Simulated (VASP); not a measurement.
Input of a VASP 6.6.1 run:

The input INCAR:

```
SYSTEM = MoSe
PREC     = Accurate       ! precision mode
ENCUT    = 520            ! plane-wave cutoff, eV
EDIFF    = 1E-6           ! SCF threshold, eV
ISMEAR   = 0              ! smearing method
SIGMA    = 0.1            ! smearing width, eV
LREAL    = .False.        ! projectors in reciprocal space
LASPH    = .True.         ! aspherical terms in the spheres
NELM     = 80             ! most SCF steps
ALGO     = Normal         ! electronic algorithm
ISIF     = 2              ! what is computed and relaxed
LWAVE    = .False.        ! write WAVECAR
LCHARG   = .False.        ! write CHGCAR
GGA      = PS             ! functional
NBANDS   = 17             ! bands
```

The input KPOINTS:

```
regular mesh
0
Gamma
  14 14 14
  0 0 0
```

Contents of POSCAR:

```
MoSe
1.0
    0.0000000000      2.5748516652      2.5748516652
    2.5748516652      0.0000000000      2.5748516652
    2.5748516652      2.5748516652      0.0000000000
Mo Se
1 1
Direct
    0.0000000000      0.0000000000      0.0000000000
    0.5000000000      0.5000000000      0.5000000000
```

Potentials or basis: VASP PAW PBE potentials, release 64 (Mo_sv, Se).

The run is started by

```bash
$ cat potpaw_PBE.64/Mo_sv/POTCAR potpaw_PBE.64/Se/POTCAR > POTCAR
$ mpirun -np 1 vasp_std > vasp.out
```

Q: Predict the band gap on the k mesh.

A: Zero (bands 10 and 11 overlap by 2.39 eV).

Q: Predict the pressure.

A: 0.4 GPa.

Caveat: the PAW data sets were made with another functional, which shifts forces and pressure a little.
